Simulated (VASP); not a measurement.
# SrCl2 (P6/mmm) in VASP: a series of runs, part 2 of 2

VASP 6.6.1.

**4. Relaxation of cell and atoms, PBE**

This run uses another cell than the first one, of 26.87 Å³/atom, 1.327 times its volume.

Input file INCAR:

```
ALGO     = Normal         # electronic algorithm
EDIFF    = 1E-6           # SCF threshold, eV
EDIFFG   = -0.01          # ionic threshold
ENCUT    = 600            # plane-wave cutoff, eV
GGA      = PE             # functional
IBRION   = 2              # ionic algorithm
ISIF     = 3              # what is computed and relaxed
ISMEAR   = 0              # smearing method
LASPH    = T              # aspherical terms in the spheres
LCHARG   = F              # write CHGCAR
LREAL    = F              # projectors in reciprocal space
LWAVE    = F              # write WAVECAR
NELM     = 100            # most SCF steps
NSW      = 60             # ionic steps
PREC     = Accurate       # precision mode
SIGMA    = 0.01           # smearing width, eV
```

Input file KPOINTS:

```
k-points
0
Gamma
  6 6 5
```

Input file POSCAR:

```
SrCl2
1.0
    4.3900000000      0.0000000000      0.0000000000
   -2.1950000000      3.8018515226      0.0000000000
    0.0000000000      0.0000000000      4.8290000000
Sr Cl
1 2
Direct
    0.0000000000      0.0000000000      0.0000000000
    0.3333333333      0.6666666667      0.5000000000
    0.6666666667      0.3333333333      0.5000000000
```

Potentials or basis: VASP PAW PBE potentials, release 64 (Sr_sv, Cl).

Run with:

```
$ cat potpaw_PBE.64/Sr_sv/POTCAR potpaw_PBE.64/Cl/POTCAR > POTCAR
$ mpirun -np 1 vasp_std > vasp.out
```

OUTCAR:

```text
EDIFF = 1E-6
   EDIFFG = -0.01
   ENCUT = 600
   GGA = PE
   IBRION = 2
   ISIF = 3
   ISMEAR = 0
   LASPH = T
   LREAL = F
   NELM = 100
   NSW = 60
   PREC = Accurate

 ion  position               nearest neighbor table
   1  0.000  0.000  0.000-   2 3.50   3 3.50   2 3.50   3 3.50   2 3.50   2 3.50   3 3.50   3 3.50
                             3 3.50   3 3.50   2 3.50   2 3.50
   2  0.333  0.667  0.500-   3 2.53   3 2.53   3 2.53   1 3.50   1 3.50   1 3.50   1 3.50   1 3.50
                             1 3.50
   3  0.667  0.333  0.500-   2 2.53   2 2.53   2 2.53   1 3.50   1 3.50   1 3.50   1 3.50   1 3.50
                             1 3.50

  LATTYP: Found a hexagonal cell.
 ALAT       =     4.3900000000
 C/A-ratio  =     1.1000000000

  Lattice vectors:

 A1 = (   4.3900000000,   0.0000000000,   0.0000000000)
 A2 = (  -2.1950000000,   3.8018515226,   0.0000000000)
 A3 = (   0.0000000000,   0.0000000000,   4.8290000000)

Analysis of symmetry for initial positions (statically):
=====================================================================
 Subroutine PRICEL returns:
 Original cell was already a primitive cell.

 Routine SETGRP: Setting up the symmetry group for a
 hexagonal supercell.

 Subroutine GETGRP returns: Found 24 space group operations
[... 168 lines left out ...]

  FORCE on cell =-STRESS in cart. coord.  units (eV):
  Direction    XX          YY          ZZ          XY          YZ          ZX
  --------------------------------------------------------------------------------------
  -------------------------------------------------------------------------------------
  Total       10.0790881     10.0790881     -7.9826204      0.0000000      0.0000000     -0.0000000
  in kB      200.3618108    200.3618108   -158.6862089      0.0000000      0.0000000     -0.0000000
  external PRESSURE =      80.6791376 kB  Pullay stress =       0.0000000 kB
[... 92 lines left out ...]
  FREE ENERGIE OF THE ION-ELECTRON SYSTEM (eV)
  ---------------------------------------------------
  free  energy   TOTEN  =       -10.3476389786 eV

  energy  without entropy=      -10.3476389786  energy(sigma->0) =      -10.34763898

[... ionic steps 4 to 9 ...]

--------------------------------------- Ionic step       10  -------------------------------------------

 number of electron      24.0000003 magnetization

------------------------ aborting loop because EDIFF is reached ----------------------------------------
[... 69 lines left out ...]
--------------------------------------- Ionic step       12  -------------------------------------------

 number of electron      24.0000003 magnetization

 Free energy of the ion-electron system (eV)
  ---------------------------------------------------
  ext. energy  EPLUGINS =         0.00000000
  ---------------------------------------------------
  free energy    TOTEN  =       -10.64390494 eV

  energy without entropy =      -10.64390494  energy(sigma->0) =      -10.64390494

 E-fermi :   2.6574     XC(G=0):  -8.7989

 val. band max:        2.5622949430   @ k =   0.3333   0.3333   0.4000
 cond. band min:       3.9228629958   @ k =   0.0000   0.0000   0.0000
 fundamental gap:      1.3605680527
 Fermi energy:         2.6574013346

 k-point     1 :       0.0000    0.0000    0.0000
  band No.  band energies     occupation
      1     -33.3283      2.00000
      2     -15.1785      2.00000
      3     -15.1757      2.00000
      4     -15.1757      2.00000
      5     -12.4046      2.00000
      6     -10.7384      2.00000
[... 418 lines left out ...]
  FREE ENERGIE OF THE ION-ELECTRON SYSTEM (eV)
  ---------------------------------------------------
  free  energy   TOTEN  =       -10.6439049424 eV

  energy  without entropy=      -10.6439049424  energy(sigma->0) =      -10.64390494

 reached required accuracy - stopping structural energy minimisation
```

CONTCAR:

```text
SrCl2
   1.00000000000000
     5.0174467672554801    0.0000000000000000   -0.0000000000000000
    -2.5087233836277401    4.3452363625605130    0.0000000000000000
    -0.0000000000000000   -0.0000000000000000    3.6556427653050303
  Sr              Cl
     1     2
Direct
     0.0000000000000000    0.0000000000000000    0.0000000000000000
     0.3333333332999970    0.6666666667000030    0.5000000000000000
     0.6666666667000030    0.3333333332999970    0.5000000000000000

  0.00000000E+00  0.00000000E+00  0.00000000E+00
  0.00000000E+00  0.00000000E+00  0.00000000E+00
  0.00000000E+00  0.00000000E+00  0.00000000E+00
```

It took 3.1 min on 1 thread of Intel Xeon Platinum 8488C (Sapphire Rapids), shared host; peak memory 0.25 GiB.

Results:

| Item | Value |
| --- | --- |
| Free energy | -10.6439 eV |
| Relaxed volume | 26.57 Å³/atom |
| Relaxed cell | a = 5.017 Å, b = 5.017 Å, c = 3.656 Å, α = 90.00°, β = 90.00°, γ = 120.00° |
| Space group after relaxing (to 0.05 Å) | P6/mmm (No. 191) |
| Energy gained by relaxing | 1011.9 meV/atom |
| Ionic steps | 12 |
| Pressure after relaxing | 0.0 GPa |
| Band gap on the k mesh | 1.36 eV, indirect (least direct gap 2.04 eV) |

Step by step:
```csv
step,energy change (eV),largest force (eV/Å),pressure (GPa),volume (Å³)
1,0.0000,0.0000,8.07,80.60
2,-2.6841,0.0000,-2.71,94.87
3,-2.7395,0.0000,-3.34,96.25
4,-2.7497,0.0000,-3.57,96.77
5,-2.9673,0.0000,-2.42,87.81
6,-3.0155,0.0000,-1.40,82.92
7,-3.0169,0.0000,-1.10,81.74
8,-3.0340,0.0000,0.49,78.62
9,-3.0355,0.0000,0.11,79.29
10,-3.0355,0.0000,0.09,79.34
11,-3.0357,0.0000,0.01,79.60
12,-3.0358,0.0000,-0.03,79.70
```

Final structure:
```cif
data_structure
_symmetry_space_group_name_H-M 'P 1'
_symmetry_Int_Tables_number 1
_cell_length_a 5.0174
_cell_length_b 5.0174
_cell_length_c 3.6556
_cell_angle_alpha 90.000
_cell_angle_beta 90.000
_cell_angle_gamma 120.000
_cell_volume 79.70
loop_
_atom_site_label
_atom_site_type_symbol
_atom_site_fract_x
_atom_site_fract_y
_atom_site_fract_z
_atom_site_occupancy
Sr1 Sr 0.00000 0.00000 0.00000 1
Cl1 Cl 0.33333 0.66667 0.50000 1
Cl2 Cl 0.66667 0.33333 0.50000 1
```

A k mesh can miss the band edges. Expect the measured gap to be larger: semilocal functionals such as PBE lack the derivative discontinuity.

**5. Relaxation of cell and atoms, PBE, target pressure 15 GPa, at which the enthalpy is minimised**

This run uses another cell than the first one, of 26.87 Å³/atom, 1.327 times its volume.

Input file INCAR:

```
SYSTEM = SrCl2
ALGO     = Normal         ! electronic algorithm
EDIFF    = 1E-7           ! SCF threshold, eV
EDIFFG   = -0.01          ! ionic threshold
ENCUT    = 600            ! plane-wave cutoff, eV
GGA      = PE             ! functional
IBRION   = 2              ! ionic algorithm
ISIF     = 3              ! what is computed and relaxed
ISMEAR   = 0              ! smearing method
LASPH    = .TRUE.         ! aspherical terms in the spheres
LCHARG   = .FALSE.        ! write CHGCAR
LREAL    = .FALSE.        ! projectors in reciprocal space
LWAVE    = .FALSE.        ! write WAVECAR
NELM     = 60             ! most SCF steps
NSW      = 60             ! ionic steps
PREC     = Accurate       ! precision mode
PSTRESS  = 150.0        
SIGMA    = 0.01           ! smearing width, eV
```

Input file KPOINTS:

```
k-points
0
G
  6 6 5
  0 0 0
```

POSCAR is that of step 4.

Run with:

```
$ cat potpaw_PBE.64/Sr_sv/POTCAR potpaw_PBE.64/Cl/POTCAR > POTCAR
$ mpirun -np 1 vasp_std > vasp.out
```

It took 3.2 min on 1 thread of Intel Xeon Platinum 8488C (Sapphire Rapids), shared host; peak memory 0.23 GiB.

Results (log left out):

```yaml
Free_energy: -9.9507 eV
Relaxed_volume: 20.28 Å³/atom
Relaxed_cell: a = 4.661 Å, b = 4.661 Å, c = 3.233 Å, α = 90.00°, β = 90.00°, γ = 120.00°
Space_group_after_relaxing_to_0.05_Å: P6/mmm (No. 191)
Energy_change_on_relaxing_the_enthalpy_is_what_falls: -780.9 meV/atom
Ionic_steps: 10
Pressure_after_relaxing: 15.0 GPa
Band_gap_on_the_k_mesh: 1.00 eV, indirect (least direct gap 1.74 eV)
```

The path:
```csv
step,energy change (eV),largest force (eV/Å),pressure (GPa),volume (Å³)
1,0.0000,0.0000,8.07,80.60
2,-2.3682,0.0000,12.38,65.51
3,-2.3868,0.0000,14.59,62.12
4,-1.3496,0.0000,24.31,54.97
5,-2.2856,0.0000,16.21,60.33
6,-2.2401,0.0000,16.76,59.81
7,-2.4245,0.0000,13.49,61.78
8,-2.3390,0.0000,15.05,60.80
9,-2.3371,0.0000,15.09,60.78
10,-2.3426,0.0000,15.03,60.84
```

Final structure:
```yaml
crystal:
  lattice:
    - [4.66122, 0.00000, 0.00000]
    - [-2.33061, 4.03674, 0.00000]
    - [0.00000, 0.00000, 3.23331]
  atoms:
    - { symbol: Sr, position: [0.00000, 0.00000, 0.00000] }
    - { symbol: Cl, position: [0.33333, 0.66667, 0.50000] }
    - { symbol: Cl, position: [0.66667, 0.33333, 0.50000] }
```

Levels at points of the mesh, in eV from the valence-band top:
| k point | band 8 | band 9 | band 10 | band 11 | band 12 | band 13 | band 14 | band 15 | band 16 |
| --- | --- | --- | --- | --- | --- | --- | --- | --- | --- |
| (0.00, 0.00, 0.00) | -5.58 | -2.56 | -1.93 | -1.93 | -0.87 | 1.00 | 3.86 | 6.25 | 6.25 |
| (0.50, 0.00, 0.00) | -5.06 | -2.27 | -1.91 | -1.53 | -1.24 | 1.63 | 4.46 | 6.29 | 6.31 |

Caveat: the cell is relaxed towards a set pressure, so the enthalpy falls and the energy may rise; the volume moved by over 15 % at a fixed basis, so the end points are rough. As with any semilocal functional, this PBE gap is likely too small.

**6. Relaxation of cell and atoms, PBE, target pressure 30 GPa, at which the enthalpy is minimised**

This run uses another cell than the first one, of 26.87 Å³/atom, 1.327 times its volume.

Input file INCAR:

```
SYSTEM = SrCl2
ALGO = Normal ; EDIFF = 1E-6
EDIFFG = -0.01 ; ENCUT = 600
GGA = PE ; IBRION = 2
ISIF = 3 ; ISMEAR = 0
LASPH = .True. ; LCHARG = .False.
LREAL = .False. ; LWAVE = .False.
NELM = 100 ; NSW = 60
PREC = Accurate ; PSTRESS = 300.0
SIGMA = 0.01
```

Input file KPOINTS:

```
k-points
0
Gamma
  6 6 5
  0 0 0
```

POSCAR is that of step 5.

Potentials or basis: VASP PAW PBE potentials, release 64 (Sr_sv, Cl).

Run with:

```
$ cat potpaw_PBE.64/Sr_sv/POTCAR potpaw_PBE.64/Cl/POTCAR > POTCAR
$ mpirun -np 1 vasp_std > vasp.out
```

Wall time 3.5 min (1 thread of Intel Xeon Platinum 8488C (Sapphire Rapids), shared host); peak memory 0.24 GiB.

Results (log left out):

| Quantity | Value |
| --- | --- |
| Free energy | -8.9211 eV |
| Relaxed volume | 17.76 Å³/atom |
| Relaxed cell | a = 4.492 Å, b = 4.492 Å, c = 3.048 Å, α = 90.00°, β = 90.00°, γ = 120.00° |
| Space group after relaxing (to 0.05 Å) | P6/mmm (No. 191) |
| Energy change on relaxing (the enthalpy is what falls) | -437.7 meV/atom |
| Ionic steps | 11 |
| Pressure after relaxing | 30.1 GPa |
| Band gap on the k mesh | 0.62 eV, indirect (least direct gap 1.41 eV) |

The path:
```
step  energy change (eV)  largest force (eV/Å)  pressure (GPa)  volume (Å³)
   1              0.0000                0.0000            8.07        80.60
   2              2.4313                0.0000           78.74        42.85
   3              0.7981                0.0000           50.57        49.04
   4              1.7626                0.0000           50.50        47.63
   5             -0.3519                0.0000           44.02        49.11
   6             -0.3522                0.0000           43.54        49.04
   7             -2.0237                0.0000           19.99        57.90
   8             -1.3261                0.0000           30.00        53.34
   9             -1.3096                0.0000           30.22        53.25
  10             -1.3135                0.0000           30.02        53.27
  11             -1.3130                0.0000           30.06        53.27
```

Final structure:
```xyz
3
Lattice="4.4921 0.0000 0.0000 -2.2460 3.8902 0.0000 0.0000 0.0000 3.0483" Properties=species:S:1:pos:R:3 pbc="T T T"
Sr    0.0000    0.0000    0.0000
Cl    0.0000    2.5935    1.5241
Cl    2.2460    1.2967    1.5241
```

Levels at points of the mesh, in eV from the valence-band top:
```tsv
k point	band 10	band 11	band 12	band 13	band 14	band 15
(0.00, 0.00, 0.00)	-2.24	-2.24	-0.79	0.62	4.59	6.62
(0.50, 0.00, 0.00)	-2.22	-1.65	-1.57	1.31	4.47	6.58
```

Caveat: the cell is relaxed towards a set pressure, so the enthalpy falls and the energy may rise; the volume moved by over 15 % at a fixed basis, so the end points are rough. A k mesh can miss the band edges.

**7. Relaxation of cell and atoms, PBE, target pressure 45 GPa, at which the enthalpy is minimised**

This run uses another cell than the first one, of 26.87 Å³/atom, 1.327 times its volume.

Input file INCAR:

```
SYSTEM = SrCl2
PREC = Accurate ; ENCUT = 600
EDIFF = 1E-6 ; ISMEAR = 0
SIGMA = 0.01 ; LREAL = .FALSE.
LASPH = .TRUE. ; NELM = 100
ALGO = Normal ; ISIF = 3
LWAVE = .FALSE. ; LCHARG = .FALSE.
GGA = PE ; IBRION = 2
NSW = 60 ; EDIFFG = -0.01
PSTRESS = 450.0
```

Input file KPOINTS:

```
regular mesh
0
G
  6 6 5
  0 0 0
```

POSCAR is that of step 6.

Potentials or basis: VASP PAW PBE potentials, release 64 (Sr_sv, Cl).

Run with:

```
$ cat potpaw_PBE.64/Sr_sv/POTCAR potpaw_PBE.64/Cl/POTCAR > POTCAR
$ mpirun -np 1 vasp_std > vasp.out
```

OUTCAR:

```text
SYSTEM = SrCl2
   PREC = Accurate
   ENCUT = 600
   EDIFF = 1E-6
   ISMEAR = 0
   LREAL = .FALSE.
   LASPH = .TRUE.
   NELM = 100
   ISIF = 3
   GGA = PE
   IBRION = 2
   NSW = 60
   EDIFFG = -0.01
   PSTRESS = 450.0

 ion  position               nearest neighbor table
   1  0.000  0.000  0.000-   2 3.50   3 3.50   2 3.50   3 3.50   2 3.50   2 3.50   3 3.50   3 3.50
                             3 3.50   3 3.50   2 3.50   2 3.50
   2  0.333  0.667  0.500-   3 2.53   3 2.53   3 2.53   1 3.50   1 3.50   1 3.50   1 3.50   1 3.50
                             1 3.50
   3  0.667  0.333  0.500-   2 2.53   2 2.53   2 2.53   1 3.50   1 3.50   1 3.50   1 3.50   1 3.50
                             1 3.50

  LATTYP: Found a hexagonal cell.
 ALAT       =     4.3900000000
 C/A-ratio  =     1.1000000000
[... 179 lines left out ...]
  free energy    TOTEN  =        -7.60815057 eV

  energy without entropy =       -7.60742137  energy(sigma->0) =       -7.60778597

 E-fermi :   4.2838     XC(G=0):  -8.7414

 val. band max:        4.2680434949   @ k =   0.3333   0.1667   0.2000
 cond. band min:       4.2874394992   @ k =   0.3333   0.1667   0.4000
 fundamental gap:      0.0193960043
 Fermi energy:         4.2837966224
[... 904 lines left out ...]
      3      -7.9529      2.00000
      4      -7.9529      2.00000
      5      -5.9750      2.00000
      6      -5.9750      2.00000
[... 8 lines left out ...]
     15      13.2408      0.00000
     16      15.6934      0.00000

[... ionic steps 4 to 14 ...]

--------------------------------------- Ionic step       15  -------------------------------------------

 number of electron      24.0000001 magnetization

------------------------ aborting loop because EDIFF is reached ----------------------------------------
[... 73 lines left out ...]
--------------------------------------- Ionic step       17  -------------------------------------------

 number of electron      24.0000001 magnetization

 Free energy of the ion-electron system (eV)
  ---------------------------------------------------
  ext. energy  EPLUGINS =         0.00000000
  ---------------------------------------------------
  free energy    TOTEN  =        -7.85437377 eV

  energy without entropy =       -7.85437377  energy(sigma->0) =       -7.85437377

 E-fermi :   7.9047     XC(G=0): -11.2258

 val. band max:        7.7955338127   @ k =   0.3333   0.3333   0.4000
 cond. band min:       8.0839613368   @ k =   0.0000   0.0000   0.0000
 fundamental gap:      0.2884275240
 Fermi energy:         7.9046831254
[... 431 lines left out ...]
  energy  without entropy=       -7.8543737678  energy(sigma->0) =       -7.85437377

  enthalpy is  TOTEN    =         5.8111518106 eV   P V=       13.6655255784

 reached required accuracy - stopping structural energy minimisation
```

CONTCAR:

```text
SrCl2
   1.00000000000000
     4.3771412281142670    0.0000000000000000   -0.0000000000000000
    -2.1885706140571335    3.7907154994553949    0.0000000000000000
     0.0000000000000000   -0.0000000000000000    2.9323287449574171
  Sr              Cl
     1     2
Direct
     0.0000000000000000    0.0000000000000000    0.0000000000000000
     0.3333333332999970    0.6666666667000030    0.5000000000000000
     0.6666666667000030    0.3333333332999970    0.5000000000000000

  0.00000000E+00  0.00000000E+00  0.00000000E+00
  0.00000000E+00  0.00000000E+00  0.00000000E+00
  0.00000000E+00  0.00000000E+00  0.00000000E+00
```

It took 4.4 min on 1 thread of Intel Xeon Platinum 8488C (Sapphire Rapids), shared host; peak memory 0.25 GiB.

Results:

```yaml
Free_energy: -7.8544 eV
Relaxed_volume: 16.22 Å³/atom
Relaxed_cell: a = 4.377 Å, b = 4.377 Å, c = 2.932 Å, α = 90.00°, β = 90.00°, γ = 120.00°
Space_group_after_relaxing_to_0.05_Å: P6/mmm (No. 191)
Energy_change_on_relaxing_the_enthalpy_is_what_falls: -82.1 meV/atom
Ionic_steps: 17
Pressure_after_relaxing: 45.0 GPa
Band_gap_on_the_k_mesh: 0.29 eV, indirect (least direct gap 1.02 eV)
```

The path:
```
step  energy change (eV)  largest force (eV/Å)  pressure (GPa)  volume (Å³)
   1              0.0000                0.0000            8.07        80.60
   2             20.9747                0.0000          373.30        26.06
   3              1.9433                0.0000           50.27        50.77
   4              2.3208                0.0000           56.46        48.99
   5              2.6637                0.0000           62.02        47.59
   6              3.6957                0.0000           84.92        41.48
   7              1.1269                0.0000           64.64        44.79
   8              1.2121                0.0000           65.78        44.41
   9              1.2615                0.0000           66.31        44.26
  10             -1.7064                0.0000           23.34        55.77
  11             -0.2784                0.0000           44.43        48.77
  12             -0.2378                0.0000           45.00        48.63
  13             -0.2124                0.0000           45.36        48.54
  14             -0.2258                0.0000           45.31        48.58
  15             -0.2247                0.0000           45.32        48.58
  16             -0.2713                0.0000           44.64        48.74
  17             -0.2462                0.0000           45.01        48.65
```

Final structure:
```
Sr Cl
1.0
     4.37714    0.00000    0.00000
    -2.18857    3.79072    0.00000
     0.00000    0.00000    2.93233
Sr Cl
1 2
Direct
  0.00000 0.00000 0.00000
  0.33333 0.66667 0.50000
  0.66667 0.33333 0.50000
```

Caveat: the cell is relaxed towards a set pressure, so the enthalpy falls and the energy may rise; the volume moved by over 15 % at a fixed basis, so the end points are rough. A k mesh can miss the band edges.

**8. Summary**

| task | cell | cutoff (eV) | gap on the mesh (eV) | pressure (GPa) |
| --- | --- | --- | --- | --- |
| single point | a = 4.660, b = 4.660, c = 3.229 Å, angles 90.0, 90.0, 120.0°, 3 atoms | 520 | 0.99 | 15.2 |
| single point | a = 5.016, b = 5.016, c = 3.653 Å, angles 90.0, 90.0, 120.0°, 3 atoms | 520 | 1.36 | 0.0 |
| relaxation of cell and atoms | relaxed from a = 4.390, b = 4.390, c = 4.829 Å, angles 90.0, 90.0, 120.0°, 3 atoms | 600 | 1.36 | 0.0 |
| relaxation of cell and atoms | relaxed to 15 GPa from a = 4.390, b = 4.390, c = 4.829 Å, angles 90.0, 90.0, 120.0°, 3 atoms | 600 | 1.00 | 15.0 |
| relaxation of cell and atoms | relaxed to 30 GPa from a = 4.390, b = 4.390, c = 4.829 Å, angles 90.0, 90.0, 120.0°, 3 atoms | 600 | 0.62 | 30.1 |
| relaxation of cell and atoms | relaxed to 45 GPa from a = 4.390, b = 4.390, c = 4.829 Å, angles 90.0, 90.0, 120.0°, 3 atoms | 600 | 0.29 | 45.0 |

Alike in all rows: level PBE; potentials or basis VASP PAW PBE potentials, release 64 (Sr_sv, Cl); no spin polarisation; k mesh 6 × 6 × 5; smearing gaussian 0.01 eV.

Caveats: the cell is relaxed towards a set pressure, so the enthalpy falls and the energy may rise (some runs); the volume moved by over 15 % at a fixed basis, so the end points are rough (some runs).

Total energies depend on the potentials used, so only differences within one code and one set of settings carry meaning.
